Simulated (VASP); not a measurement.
# W (Im-3m) in VASP: single point with PBE

Aim: the single point of W with PBE.

Everything below comes from runs of VASP 6.6.1. Logs are shortened: lines on timing, memory, paths and dates and some standing lists are left out, and cuts for length are marked.

## (1) The cell of the first run

Symmetry: Im-3m, No. 229, cubic system. Conventional cell: a = 3.183 Å, b = 3.183 Å, c = 3.183 Å, α = 90.00°, β = 90.00°, γ = 90.00°. Within 3.6 Å of W (site symmetry m-3m) lie 14 W at 2.76 to 3.18 Å.

## (2) Single point, PBE

The input, INCAR:

```
SYSTEM = W
  PREC = Accurate
  ENCUT = 520
  EDIFF = 1E-6
  ISMEAR = -1
  SIGMA = 0.08
  LREAL = .FALSE.
  LASPH = .TRUE.
  NELM = 60
  ALGO = Normal
  ISIF = 2
  LWAVE = .FALSE.
  LCHARG = .TRUE.
  GGA = PE
  LELF = .TRUE.
  LVHAR = .TRUE.
  NBANDS = 21
```

The input, KPOINTS:

```
Automatic mesh
0
G
  11 11 11
  0 0 0
```

The input, POSCAR:

```
W
1.0
    3.1834185696      0.0000000000      0.0000000000
    0.0000000000      3.1834185696      0.0000000000
    0.0000000000      0.0000000000      3.1834185696
W
2
Direct
    0.0000000000      0.0000000000      0.0000000000
    0.5000000000      0.5000000000      0.5000000000
```

Potentials or basis: VASP PAW PBE potentials, release 64 (W_sv).

Started as:

```console
cat potpaw_PBE.64/W_sv/POTCAR > POTCAR
mpirun -np 1 vasp_std > vasp.out
```

OUTCAR:

```text
SYSTEM = W
   PREC = Accurate
   ENCUT = 520
   EDIFF = 1E-6
   ISMEAR = -1
   LREAL = .FALSE.
   LASPH = .TRUE.
   NELM = 60
   ISIF = 2
   GGA = PE

 ion  position               nearest neighbor table
   1  0.000  0.000  0.000-   2 2.76   2 2.76   2 2.76   2 2.76   2 2.76   2 2.76   2 2.76   2 2.76

   2  0.500  0.500  0.500-   1 2.76   1 2.76   1 2.76   1 2.76   1 2.76   1 2.76   1 2.76   1 2.76

  LATTYP: Found a simple cubic cell.
 ALAT       =     3.1834185696

  Lattice vectors:

 A1 = (   3.1834185696,   0.0000000000,   0.0000000000)
 A2 = (   0.0000000000,   3.1834185696,   0.0000000000)
 A3 = (   0.0000000000,   0.0000000000,   3.1834185696)

Analysis of symmetry for initial positions (statically):
=====================================================================
 Subroutine PRICEL returns following result:

  LATTYP: Found a body centered cubic cell.
 ALAT       =     3.1834185696

  Lattice vectors:

 A1 = (   1.5917092848,   1.5917092848,  -1.5917092848)
 A2 = (  -1.5917092848,   1.5917092848,   1.5917092848)
 A3 = (   1.5917092848,  -1.5917092848,   1.5917092848)

   2 primitive cells build up your supercell.

 Routine SETGRP: Setting up the symmetry group for a
 simple cubic supercell.

 Subroutine GETGRP returns: Found 48 space group operations
 (whereof 48 operations were pure point group operations)
 out of a pool of 48 trial point group operations.

The static configuration has the point symmetry O_h .

Analysis of symmetry for dynamics (positions and initial velocities):
=====================================================================
 Subroutine PRICEL returns following result:

  LATTYP: Found a body centered cubic cell.
 ALAT       =     3.1834185696

  Lattice vectors:

 A1 = (   1.5917092848,   1.5917092848,  -1.5917092848)
 A2 = (  -1.5917092848,   1.5917092848,   1.5917092848)
 A3 = (   1.5917092848,  -1.5917092848,   1.5917092848)

   2 primitive cells build up your supercell.

 Routine SETGRP: Setting up the symmetry group for a
 simple cubic supercell.

 Subroutine GETGRP returns: Found 48 space group operations
 (whereof 48 operations were pure point group operations)
 out of a pool of 48 trial point group operations.

The dynamic configuration has the point symmetry O_h .

 Subroutine INISYM returns: Found 48 space group operations
 (whereof 48 operations are pure point group operations),
 and found     2 'primitive' translations
[... 87 lines left out ...]
   ISPIN  =      1    spin polarized calculation?
   LNONCOLLINEAR =      F non collinear calculations
   LSORBIT =      F    spin-orbit coupling
   LASPH  =      T    aspherical Exc in radial PAW
   ENCUT  =  520.0 eV  38.22 Ry    6.18 a.u.   5.92  5.92  5.92*2*pi/ulx,y,z
   NELM   =     60;   NELMIN=  2; NELMDL= -5     # of ELM steps
   EDIFF  = 0.1E-05   stopping-criterion for ELM
   LREAL  =      F    real-space projection
   EDIFFG = 0.1E-04   stopping-criterion for IOM
   NSW    =      0    number of steps for IOM
   IBRION =     -1    ionic relax: 0-MD 1-quasi-New 2-CG
   NFREE  =      0    steps in history (QN), initial steepest desc. (CG)
   ISIF   =      2    stress and relaxation
   ISYM   =      2    0-nonsym 1-usesym 2-fastsym
   POTIM  = 0.5000    time-step for ionic-motion
   TEBEG  =    0.0;   TEEND  =   0.0 temperature during run
   PSTRESS=    0.0 pullay stress
   NELECT =      28.0000    total number of electrons
   NUPDOWN=      -1.0000    fix difference up-down
   EMIN   =  10.00;   EMAX   =-10.00  energy-range for DOS
   EFERMI =   0.00;   METHOD = LEGACY
   ISMEAR =    -1;   SIGMA  =   0.08  broadening in eV -4-tet -1-fermi 0-gaus
   EFERMI_NEDOS =   21; number of points for ismear=-14 and -15
   IALGO  =     38    algorithm
   IMIX   =      4    mixing-type and parameters
     AMIX     =   0.40;   BMIX     =  1.00
     AMIX_MAG =   1.60;   BMIX_MAG =  1.00
  volume/ion in A,a.u.               =      16.13       108.85
  Fermi-wavevector in a.u.,A,eV,Ry     =   1.561590  2.950978 33.178680  2.438564
  Thomas-Fermi vector in A             =   2.664633
   LORBIT       =      0    0 simple, 1 ext, 2 COOP (PROOUT), +10 PAW based schemes
   GGA     = PE    functional components
   LHFCALC =     F    Hartree Fock is set to
   AEXX    =    0.0000 exact exchange contribution
   IVDW    =     0    specifies the selected vdW correction
   LEPSILON=     F    determine dielectric tensor
   LRPA    =     F    only Hartree local field effects (RPA)
 non-spin polarized calculation
  energy-cutoff  :      520.00
  volume of cell :       32.26
 maximum number of plane-waves:       895
 NGX is ok and might be reduce to    24
   NGX = 11   NGY = 11   NGZ = 11

 number of electron      27.9999994 magnetization

 Free energy of the ion-electron system (eV)
  ---------------------------------------------------
  ext. energy  EPLUGINS =         0.00000000
  ---------------------------------------------------
  free energy    TOTEN  =       -25.91580463 eV

  energy without entropy =      -25.89208957  energy(sigma->0) =      -25.90394710

 E-fermi :  11.1815     XC(G=0): -13.5413

 val. band max:       11.1715242069   @ k =   0.1818   0.0909   0.0909
 cond. band min:      11.1946316172   @ k =   0.4545   0.4545   0.0909
 fundamental gap:      0.0231074103
 Fermi energy:        11.1814867564

 k-point     1 :       0.0000    0.0000    0.0000
  band No.  band energies     occupation
      1     -63.0081      2.00000
      2     -62.7914      2.00000
      3     -27.4493      2.00000
      4     -27.4493      2.00000
      5     -27.4493      2.00000
      6     -26.5957      2.00000
[... 565 lines left out ...]
     20      17.3934      0.00000
     21      23.0340      0.00000

 [... further k-points ...]

------------------------ aborting loop because EDIFF is reached ----------------------------------------

  FORCE on cell =-STRESS in cart. coord.  units (eV):
  Direction    XX          YY          ZZ          XY          YZ          ZX
  --------------------------------------------------------------------------------------
  -------------------------------------------------------------------------------------
  Total        0.0899508      0.0899508      0.0899508     -0.0000000     -0.0000000      0.0000000
  in kB        4.4671888      4.4671888      4.4671888     -0.0000000     -0.0000000      0.0000000
  external PRESSURE =       4.4671888 kB  Pullay stress =       0.0000000 kB

 VOLUME and BASIS-vectors are now :
 -----------------------------------------------------------------------------
  energy-cutoff  :      520.00
  volume of cell :       32.26
      direct lattice vectors                 reciprocal lattice vectors
     3.183418570  0.000000000  0.000000000     0.314127715  0.000000000  0.000000000
     0.000000000  3.183418570  0.000000000     0.000000000  0.314127715  0.000000000
     0.000000000  0.000000000  3.183418570     0.000000000  0.000000000  0.314127715

 POSITION                                       TOTAL-FORCE (eV/Angst)
 -----------------------------------------------------------------------------------
      0.00000      0.00000      0.00000        -0.000000     -0.000000     -0.000000
      1.59171      1.59171      1.59171         0.000000      0.000000      0.000000
 -----------------------------------------------------------------------------------
    total drift:                                0.000000      0.000000     -0.000000

  FREE ENERGIE OF THE ION-ELECTRON SYSTEM (eV)
  ---------------------------------------------------
  free  energy   TOTEN  =       -25.9158046252 eV

  energy  without entropy=      -25.8920895689  energy(sigma->0) =      -25.90394710
```

OSZICAR:

```text
N       E                     dE             d eps       ncg     rms          rms(c)
DAV:   1     0.272571764923E+03    0.27257E+03   -0.15758E+04  2352   0.155E+03
DAV:   2    -0.178996938745E+02   -0.29047E+03   -0.28258E+03  2557   0.459E+02
DAV:   3    -0.270962962543E+02   -0.91966E+01   -0.90164E+01  2703   0.803E+01
DAV:   4    -0.271795521407E+02   -0.83256E-01   -0.83217E-01  2542   0.826E+00
DAV:   5    -0.271804207146E+02   -0.86857E-03   -0.86856E-03  2672   0.858E-01    0.286E+01
DAV:   6    -0.261780680920E+02    0.10024E+01   -0.12194E+00  2613   0.108E+01    0.113E+01
DAV:   7    -0.259236607860E+02    0.25441E+00   -0.65819E-01  2643   0.729E+00    0.899E-01
DAV:   8    -0.259159365923E+02    0.77242E-02   -0.11835E-02  2437   0.115E+00    0.151E-01
DAV:   9    -0.259158179411E+02    0.11865E-03   -0.44873E-04  2764   0.193E-01    0.549E-02
DAV:  10    -0.259158032406E+02    0.14700E-04   -0.34200E-05  2567   0.625E-02    0.160E-02
DAV:  11    -0.259158052232E+02   -0.19826E-05   -0.99869E-07  1753   0.872E-03    0.981E-04
DAV:  12    -0.259158046252E+02    0.59800E-06   -0.54450E-08  1316   0.262E-03
   1 F= -.25915805E+02 E0= -.25903947E+02  d E =-.237151E-01
```

It took 11 s on 1 thread of Intel Xeon Platinum 8559C (Emerald Rapids), shared host; peak memory 0.15 GiB.

What came out:

* Free energy: -25.9158 eV
* Pressure: 0.4 GPa
* Band gap on the k mesh: zero (band 14 reaches 11.50 eV, above the bottom of band 15 at 10.87 eV)

Levels at points of the mesh, in eV from the Fermi level:
```csv
k point,band 12,band 13,band 14,band 15,band 16,band 17
"(0.00, 0.00, 0.00)",-1.19,-1.19,-1.19,2.23,2.23,5.06
```

Caveat: spin-orbit coupling is left out, which moves the levels of the heavy elements.
